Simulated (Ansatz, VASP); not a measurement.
## PIr: VASP beside Ansatz

Contents of INCAR:

```
SYSTEM = PIr
PREC = Accurate ; ENCUT = 520
EDIFF = 1E-6 ; ISMEAR = -1
SIGMA = 0.05 ; LREAL = .False.
LASPH = .True. ; NELM = 80
ALGO = Normal ; ISIF = 2
LWAVE = .False. ; LCHARG = .False.
GGA = CA ; NBANDS = 14
```

Contents of KPOINTS:

```
regular mesh
0
Gamma
  12 12 12
  0 0 0
```

The input POSCAR:

```
PIr
1.0
    0.0000000000      2.2397927807      2.2397927807
    2.2397927807      0.0000000000      2.2397927807
    2.2397927807      2.2397927807      0.0000000000
Ir P
1 1
Direct
    0.0000000000      0.0000000000      0.0000000000
    0.2500000000      0.2500000000      0.2500000000
```

Input for Ansatz:

```yaml
crystal:
  lattice:
    - [0.0, 2.2397927807, 2.2397927807]
    - [2.2397927807, 0.0, 2.2397927807]
    - [2.2397927807, 2.2397927807, 0.0]
  atoms:
    - { symbol: Ir, position: [0.0, 0.0, 0.0] }
    - { symbol: P, position: [0.25, 0.25, 0.25] }
kpoints:
  mp_grid: { grid: [12, 12, 12] }
scf:
  occupations: { method: fermi_dirac, width: 0.05 }
hamiltonian:
  xc: lda
  pseudopotentials: { kind: paw }
output:
  forces: true
  stress: true
  eigenvalues: true
  populations: true
```

Change from the starting cell: volume scaled by 0.65, PAW files.

Alike in both runs: task single point; functional LDA; k mesh 12 × 12 × 12; occupations fermi-dirac, width 0.05 eV; no spin polarisation.

```csv
,VASP,Ansatz
version,VASP 6.6.1,Ansatz 0.2.0
potentials or method,"VASP PAW LDA potentials, release 64 (Ir, P)","PAW with Ansatz's default frozen-core files, scalar-relativistic"
plane-wave cutoff (eV),520,420
valence electrons in the cell,14,22
```

```tsv
	VASP	Ansatz	Ansatz less VASP
pressure (GPa)	224.8	218.4	-6.35
```

LDA's correlation is that of Perdew and Zunger in VASP and of Perdew and Wang (1992) in Ansatz. Both programs put the cell under a high pressure, so it lies far from rest at this level. VASP's potentials hold 14 valence electrons a cell and Ansatz's 22, so a difference there can come from the potentials and not from the codes.

Spin-orbit coupling is off throughout. Noted on VASP's run: the cell as given lies far from equilibrium.
